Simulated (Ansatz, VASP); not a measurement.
# One calculation of Ta, two programs

POSCAR

```
Ta
1.0
   -1.4820143867      1.4820143867      1.4820143867
    1.4820143867     -1.4820143867      1.4820143867
    1.4820143867      1.4820143867     -1.4820143867
Ta
1
Direct
    0.0000000000      0.0000000000      0.0000000000
```

Contents of INCAR.step1:

```
PREC     = Accurate       # precision mode
ENCUT    = 520            # plane-wave cutoff, eV
ISMEAR   = -1             # smearing method
SIGMA    = 0.1            # smearing width, eV
LREAL    = False          # projectors in reciprocal space
LASPH    = True           # aspherical terms in the spheres
NELM     = 100            # most SCF steps
NBANDS   = 12             # bands
GGA      = PE             # functional
ALGO     = Normal         # electronic algorithm
EDIFF    = 1E-4           # SCF threshold, eV
LWAVE    = True           # write WAVECAR
LCHARG   = False          # write CHGCAR
```

INCAR.step2

```
PREC     = Accurate       # precision mode
ENCUT    = 520            # plane-wave cutoff, eV
EDIFF    = 1E-7           # SCF threshold, eV
ISMEAR   = -1             # smearing method
SIGMA    = 0.1            # smearing width, eV
LREAL    = False          # projectors in reciprocal space
LASPH    = True           # aspherical terms in the spheres
NELM     = 100            # most SCF steps
ALGO     = Normal         # electronic algorithm
ISIF     = 2              # what is computed and relaxed
LWAVE    = False          # write WAVECAR
LCHARG   = False          # write CHGCAR
METAGGA  = R2SCAN         # meta-GGA
LMIXTAU  = True         
NBANDS   = 12             # bands
ISTART   = 1
```

Contents of KPOINTS:

```
regular mesh
0
Gamma
  16 16 16
```

Input for Ansatz:

```yaml
crystal:
  lattice:
    - [-1.4820143867, 1.4820143867, 1.4820143867]
    - [1.4820143867, -1.4820143867, 1.4820143867]
    - [1.4820143867, 1.4820143867, -1.4820143867]
  atoms:
    - { symbol: Ta, position: [0.0, 0.0, 0.0] }
kpoints:
  mp_grid: { grid: [16, 16, 16] }
scf:
  occupations: { method: fermi_dirac, width: 0.1 }
hamiltonian:
  xc: r2scan
  pseudopotentials: { kind: paw }
output:
  forces: true
  stress: true
  eigenvalues: true
  populations: true
  write_density: true
  write_potential: true
  elf: true
  volumetric_format: npy
```

Change from the starting cell: volume scaled by 0.72, PAW files.

Alike in both runs: task single point; functional r2SCAN; k mesh 16 × 16 × 16; occupations fermi-dirac, width 0.1 eV; no spin polarisation.

|  | VASP | Ansatz |
| --- | --- | --- |
| version | VASP 6.6.1 | Ansatz 0.2.0 |
| potentials or method | VASP PAW PBE potentials, release 64 (Ta_pv) | PAW with Ansatz's default frozen-core files, scalar-relativistic |
| plane-wave cutoff (eV) | 520 | 500 |
| valence electrons in the cell | 11 | 13 |

|  | VASP | Ansatz | Ansatz less VASP |
| --- | --- | --- | --- |
| pressure (GPa) | 122.1 | 119.5 | -2.62 |

VASP's potentials were made for PBE, not for r2SCAN. Both programs put the cell under a high pressure, so it lies far from rest at this level. The functional is the same, so the differences come from potentials, cutoffs and numerics. VASP's potentials hold 11 valence electrons a cell and Ansatz's 13, so a difference there can come from the potentials and not from the codes.

Spin-orbit coupling is off throughout. Noted on VASP's run: the cell as given lies far from equilibrium.
